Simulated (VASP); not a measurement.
# Zr (P6_3/mmc) in VASP: a series of runs

The runs below take Zr through single point, with PBE.

All numbers are computed with VASP 6.6.1; they aren't measurements. Logs are shortened: lines on timing, memory, paths and dates and some standing lists are left out, and cuts for length are marked.

### Step 1. The cell of the first run

The structure is hexagonal, space group P6_3/mmc (No. 194). The conventional cell has a = 3.234 Å, b = 3.234 Å, c = 5.165 Å, α = 90.00°, β = 90.00°, γ = 120.00°. Zr (site symmetry -6m2) has 12 Zr at 3.19 to 3.23 Å within 4.2 Å.

### Step 2. Single point, PBE

File INCAR:

```
  ALGO = Normal
  EDIFF = 1E-7
  ENCUT = 520
  GGA = PE
  ISIF = 2
  ISMEAR = 0
  LASPH = True
  LCHARG = False
  LREAL = False
  LWAVE = False
  NBANDS = 19
  NELM = 80
  PREC = Accurate
  SIGMA = 0.1
```

File KPOINTS:

```
k-points
0
Gamma
  12 12 8
```

File POSCAR:

```
Zr
1.0
    3.2344808393      0.0000000000      0.0000000000
   -1.6172404196      2.8011425749      0.0000000000
    0.0000000000      0.0000000000      5.1654655878
Zr
2
Direct
    0.3333333333      0.6666666667      0.2500000000
    0.6666666667      0.3333333333      0.7500000000
```

Potentials or basis: VASP PAW PBE potentials, release 64 (Zr_sv).

The run is started by

```
cat potpaw_PBE.64/Zr_sv/POTCAR > POTCAR
mpirun -np 1 vasp_std > vasp.out
```

OUTCAR:

```text
EDIFF = 1E-7
   ENCUT = 520
   GGA = PE
   ISIF = 2
   ISMEAR = 0
   LASPH = True
   LREAL = False
   NELM = 80
   PREC = Accurate

 ion  position               nearest neighbor table
   1  0.333  0.667  0.250-   2 3.19   2 3.19   2 3.19   2 3.19   2 3.19   2 3.19
   2  0.667  0.333  0.750-   1 3.19   1 3.19   1 3.19   1 3.19   1 3.19   1 3.19

  LATTYP: Found a hexagonal cell.
 ALAT       =     3.2344808393
 C/A-ratio  =     1.5969999034

  Lattice vectors:

 A1 = (   3.2344808393,   0.0000000000,   0.0000000000)
 A2 = (  -1.6172404196,   2.8011425749,   0.0000000000)
 A3 = (   0.0000000000,   0.0000000000,   5.1654655878)

Analysis of symmetry for initial positions (statically):
=====================================================================
 Subroutine PRICEL returns:
 Original cell was already a primitive cell.

 Routine SETGRP: Setting up the symmetry group for a
 hexagonal supercell.

 Subroutine GETGRP returns: Found 24 space group operations
 (whereof 12 operations were pure point group operations)
 out of a pool of 24 trial point group operations.

The static configuration has the point symmetry D_3d.
 The point group associated with its full space group is D_6h.

Analysis of symmetry for dynamics (positions and initial velocities):
=====================================================================
 Subroutine PRICEL returns:
 Original cell was already a primitive cell.

 Routine SETGRP: Setting up the symmetry group for a
 hexagonal supercell.

 Subroutine GETGRP returns: Found 24 space group operations
 (whereof 12 operations were pure point group operations)
 out of a pool of 24 trial point group operations.

The dynamic configuration has the point symmetry D_3d.
 The point group associated with its full space group is D_6h.

 Subroutine INISYM returns: Found 24 space group operations
 (whereof 12 operations are pure point group operations),
 and found     1 'primitive' translations

----------------------------------------------------------------------------------------

                                     Primitive cell

  volume of cell :      46.8004

  direct lattice vectors                    reciprocal lattice vectors
     3.234480839  0.000000000  0.000000000     0.309168627  0.178498590  0.000000000
    -1.617240420  2.801142575  0.000000000     0.000000000  0.356997180  0.000000000
     0.000000000  0.000000000  5.165465588     0.000000000  0.000000000  0.193593391

  length of vectors
     3.234480839  3.234480839  5.165465588     0.356997180  0.356997180  0.193593391

  position of ions in fractional coordinates (direct lattice)
     0.333333333  0.666666667  0.250000000
     0.666666667  0.333333333  0.750000000

  ion indices of the primitive-cell ions
   primitive index   ion index
                 1           1
                 2           2

----------------------------------------------------------------------------------------

 KPOINTS: k-points

Automatic generation of k-mesh.
 Grid dimensions read from file:
 generate k-points for:   12   12    8

 Generating k-lattice:

  Cartesian coordinates                     Fractional coordinates (reciprocal lattice)
     0.025764052  0.014874882  0.000000000     0.083333333  0.000000000  0.000000000
     0.000000000  0.029749765  0.000000000     0.000000000  0.083333333  0.000000000
     0.000000000  0.000000000  0.024199174     0.000000000  0.000000000  0.125000000

  Length of vectors
     0.029749765  0.029749765  0.024199174

  Shift w.r.t. Gamma in fractional coordinates (k-lattice)
     0.000000000  0.000000000  0.000000000

 Subroutine IBZKPT returns following result:
 ===========================================

 Found     95 irreducible k-points:

 Following reciprocal coordinates:
            Coordinates               Weight
  0.000000  0.000000  0.000000      1.000000
  0.083333  0.000000  0.000000      6.000000
  0.166667 -0.000000  0.000000      6.000000
  0.250000 -0.000000  0.000000      6.000000
  0.333333  0.000000  0.000000      6.000000
  0.416667  0.000000  0.000000      6.000000
[... 16 lines left out ...]
  0.250000 -0.000000  0.125000     12.000000
  0.333333  0.000000  0.125000     12.000000
 [... further k-points ...]
   k-points           NKPTS =     95   k-points in BZ     NKDIM =     95   number of bands    NBANDS=     19
   number of dos      NEDOS =    301   number of ions     NIONS =      2
   total plane-waves  NPLWV =  23040
   dimension x,y,z NGX =    24 NGY =   24 NGZ =   40
   dimension x,y,z NGXF=    48 NGYF=   48 NGZF=   80
   ions per type =               2
   NGX,Y,Z   is equivalent  to a cutoff of  12.34, 12.34, 12.87 a.u.
   NGXF,Y,Z  is equivalent  to a cutoff of  24.67, 24.67, 25.75 a.u.
 SYSTEM =  unknown system
   PREC   = accura    normal or accurate (medium, high low for compatibility)
   ISTART =      0    job   : 0-new  1-cont  2-samecut
   ICHARG =      2    charge: 1-file 2-atom 10-const
   ISPIN  =      1    spin polarized calculation?
   LNONCOLLINEAR =      F non collinear calculations
   LSORBIT =      F    spin-orbit coupling
   LASPH  =      T    aspherical Exc in radial PAW
   ENCUT  =  520.0 eV  38.22 Ry    6.18 a.u.   6.01  6.01  9.60*2*pi/ulx,y,z
   NELM   =     80;   NELMIN=  2; NELMDL= -5     # of ELM steps
   EDIFF  = 0.1E-06   stopping-criterion for ELM
   LREAL  =      F    real-space projection
   EDIFFG = 0.1E-05   stopping-criterion for IOM
   NSW    =      0    number of steps for IOM
   IBRION =     -1    ionic relax: 0-MD 1-quasi-New 2-CG
   NFREE  =      0    steps in history (QN), initial steepest desc. (CG)
   ISIF   =      2    stress and relaxation
   ISYM   =      2    0-nonsym 1-usesym 2-fastsym
   POTIM  = 0.5000    time-step for ionic-motion
   TEBEG  =    0.0;   TEEND  =   0.0 temperature during run
   PSTRESS=    0.0 pullay stress
   NELECT =      24.0000    total number of electrons
   NUPDOWN=      -1.0000    fix difference up-down
   EMIN   =  10.00;   EMAX   =-10.00  energy-range for DOS
   EFERMI =   0.00;   METHOD = LEGACY
   ISMEAR =     0;   SIGMA  =   0.10  broadening in eV -4-tet -1-fermi 0-gaus
   EFERMI_NEDOS =   21; number of points for ismear=-14 and -15
   IALGO  =     38    algorithm
   IMIX   =      4    mixing-type and parameters
     AMIX     =   0.40;   BMIX     =  1.00
     AMIX_MAG =   1.60;   BMIX_MAG =  1.00
  volume/ion in A,a.u.               =      23.40       157.91
  Fermi-wavevector in a.u.,A,eV,Ry     =   1.310375  2.476249 23.362316  1.717082
  Thomas-Fermi vector in A             =   2.440909
   LORBIT       =      0    0 simple, 1 ext, 2 COOP (PROOUT), +10 PAW based schemes
   GGA     = PE    functional components
   LHFCALC =     F    Hartree Fock is set to
   AEXX    =    0.0000 exact exchange contribution
   IVDW    =     0    specifies the selected vdW correction
   LEPSILON=     F    determine dielectric tensor
   LRPA    =     F    only Hartree local field effects (RPA)
 non-spin polarized calculation
 Gauss-broadening in eV      SIGMA  =   0.10
  energy-cutoff  :      520.00
  volume of cell :       46.80
 maximum number of plane-waves:      1284
   NGX = 13   NGY = 13   NGZ = 19

 number of electron      24.0000000 magnetization

 Free energy of the ion-electron system (eV)
  ---------------------------------------------------
  ext. energy  EPLUGINS =         0.00000000
  ---------------------------------------------------
  free energy    TOTEN  =       -17.04387320 eV

  energy without entropy =      -17.03307128  energy(sigma->0) =      -17.03847224

 E-fermi :   8.9398     XC(G=0): -11.0592

 val. band max:        8.9322519638   @ k =   0.3333   0.3333   0.3750
 cond. band min:       8.9421241636   @ k =   0.0833   0.0833   0.1250
 fundamental gap:      0.0098721998
 Fermi energy:         8.9398008791

 k-point     1 :       0.0000    0.0000    0.0000
  band No.  band energies     occupation
      1     -39.9121      2.00000
      2     -39.7626      2.00000
      3     -18.4237      2.00000
      4     -17.5671      2.00000
      5     -17.5671      2.00000
      6     -17.4391      2.00000
[... 11 lines left out ...]
     18      11.0823      0.00000
     19      13.3472      0.00000

 k-point     2 :       0.0833    0.0000    0.0000
  band No.  band energies     occupation
      1     -39.9044      2.00000
      2     -39.7593      2.00000
      3     -18.4028      2.00000
      4     -17.6134      2.00000
      5     -17.5822      2.00000
      6     -17.4779      2.00000
[... 11 lines left out ...]
     18      10.9154      0.00000
     19      13.4691      0.00000

 k-point     3 :       0.1667   -0.0000    0.0000
  band No.  band energies     occupation
      1     -39.8828      2.00000
      2     -39.7508      2.00000
      3     -18.3431      2.00000
      4     -17.7399      2.00000
      5     -17.6222      2.00000
      6     -17.6058      2.00000
[... 11 lines left out ...]
     18      11.1423      0.00000
     19      13.7185      0.00000

 k-point     4 :       0.2500   -0.0000    0.0000
  band No.  band energies     occupation
      1     -39.8519      2.00000
      2     -39.7403      2.00000
      3     -18.2530      2.00000
      4     -17.9124      2.00000
      5     -17.7729      2.00000
      6     -17.6742      2.00000
[... 11 lines left out ...]
     18      11.9003      0.00000
     19      13.9445      0.00000

 k-point     5 :       0.3333    0.0000    0.0000
  band No.  band energies     occupation
      1     -39.8185      2.00000
      2     -39.7322      2.00000
      3     -18.1464      2.00000
      4     -18.0838      2.00000
      5     -17.9325      2.00000
      6     -17.7242      2.00000
[... 11 lines left out ...]
     18      12.8202      0.00000
     19      14.0931      0.00000

 k-point     6 :       0.4167    0.0000    0.0000
  band No.  band energies     occupation
      1     -39.7907      2.00000
      2     -39.7295      2.00000
      3     -18.2082      2.00000
      4     -18.0466      2.00000
      5     -18.0455      2.00000
      6     -17.7597      2.00000
[... 11 lines left out ...]
     18      13.7208      0.00000
     19      14.1693      0.00000

 k-point     7 :       0.5000   -0.0000    0.0000
  band No.  band energies     occupation
      1     -39.7789      2.00000
      2     -39.7300      2.00000
      3     -18.2534      2.00000
      4     -18.0862      2.00000
      5     -17.9994      2.00000
      6     -17.7725      2.00000
[... 11 lines left out ...]
     18      14.2098      0.00000
     19      15.0530      0.00000

 k-point     8 :       0.0833    0.0833    0.0000
  band No.  band energies     occupation
      1     -39.8897      2.00000
      2     -39.7534      2.00000
      3     -18.3626      2.00000
      4     -17.6905      2.00000
      5     -17.6325      2.00000
      6     -17.5459      2.00000
[... 256 lines left out ...]
 k-point    20 :       0.0000    0.0000    0.1250
  band No.  band energies     occupation
      1     -39.9065      2.00000
      2     -39.7683      2.00000
      3     -18.3885      2.00000
      4     -17.5619      2.00000
      5     -17.5619      2.00000
      6     -17.4793      2.00000
[... 11 lines left out ...]
     18      11.2788      0.00000
     19      13.3844      0.00000

 k-point    21 :       0.0833    0.0000    0.1250
  band No.  band energies     occupation
      1     -39.8990      2.00000
      2     -39.7649      2.00000
      3     -18.3696      2.00000
      4     -17.6073      2.00000
      5     -17.5767      2.00000
      6     -17.5152      2.00000
[... 11 lines left out ...]
     18      11.1614      0.00000
     19      13.4880      0.00000

 k-point    22 :       0.1667   -0.0000    0.1250
  band No.  band energies     occupation
      1     -39.8779      2.00000
      2     -39.7558      2.00000
      3     -18.3167      2.00000
      4     -17.7308      2.00000
      5     -17.6353      2.00000
      6     -17.6159      2.00000
[... 11 lines left out ...]
     18      11.1621      0.00000
     19      13.6960      0.00000

 k-point    23 :       0.2500   -0.0000    0.1250
  band No.  band energies     occupation
      1     -39.8477      2.00000
      2     -39.7446      2.00000
      3     -18.2424      2.00000
      4     -17.8943      2.00000
      5     -17.7980      2.00000
      6     -17.6670      2.00000
[... 11 lines left out ...]
     18      11.8359      0.00000
     19      13.8780      0.00000

 k-point    24 :       0.3333    0.0000    0.1250
  band No.  band energies     occupation
      1     -39.8152      2.00000
      2     -39.7355      2.00000
      3     -18.1926      2.00000
      4     -18.0239      2.00000
      5     -17.9483      2.00000
      6     -17.7161      2.00000
[... 11 lines left out ...]
     18      12.7015      0.00000
     19      14.0020      0.00000

 [... further k-points ...]
[... 5 lines left out ...]
  --------------------------------------------------------------------------------------
  -------------------------------------------------------------------------------------
  Total        0.0026001      0.0026001      0.0041593      0.0000000      0.0000000      0.0000000
  in kB        0.0890120      0.0890120      0.1423921      0.0000000      0.0000000      0.0000000
  external PRESSURE =       0.1068054 kB  Pullay stress =       0.0000000 kB

 VOLUME and BASIS-vectors are now :
 -----------------------------------------------------------------------------
  energy-cutoff  :      520.00
  volume of cell :       46.80
      direct lattice vectors                 reciprocal lattice vectors
     3.234480839  0.000000000  0.000000000     0.309168627  0.178498590  0.000000000
    -1.617240420  2.801142575  0.000000000     0.000000000  0.356997180  0.000000000
     0.000000000  0.000000000  5.165465588     0.000000000  0.000000000  0.193593391

 POSITION                                       TOTAL-FORCE (eV/Angst)
 -----------------------------------------------------------------------------------
     -0.00000      1.86743      1.29137         0.000000      0.000000      0.000000
      1.61724      0.93371      3.87410        -0.000000     -0.000000      0.000000
 -----------------------------------------------------------------------------------
    total drift:                               -0.000000      0.000000     -0.000000

  FREE ENERGIE OF THE ION-ELECTRON SYSTEM (eV)
  ---------------------------------------------------
  free  energy   TOTEN  =       -17.0438731962 eV

  energy  without entropy=      -17.0330712781  energy(sigma->0) =      -17.03847224
```

It took 2.1 min on 1 thread of AMD EPYC 7R13, shared host; peak memory 0.17 GiB.

Results:

| Item | Value |
| --- | --- |
| Free energy | -17.0439 eV |
| Pressure | 0.0 GPa |
| Band gap on the k mesh | zero (band 12 reaches 9.80 eV, above the bottom of band 13 at 8.75 eV) |

Levels at points of the mesh, in eV from the Fermi level:
```
           k point  band 8  band 9  band 10  band 11  band 12  band 13  band 14  band 15  band 16  band 17
(0.00, 0.00, 0.00)  -26.37   -5.65    -3.02     0.86     0.86     0.98     1.13     1.55     1.55     2.14
(0.50, 0.00, 0.00)  -26.48   -2.55    -2.50    -2.13    -0.22     0.55     0.76     1.44     4.87     5.25
(0.00, 0.00, 0.50)  -26.44   -3.96    -3.96     0.03     0.03     0.77     0.77     0.77     0.77     3.92
(0.50, 0.00, 0.50)  -26.60   -2.85    -2.85    -1.05    -1.05     1.61     1.61     2.20     2.20     5.10
```

[end of part 1 of 2]
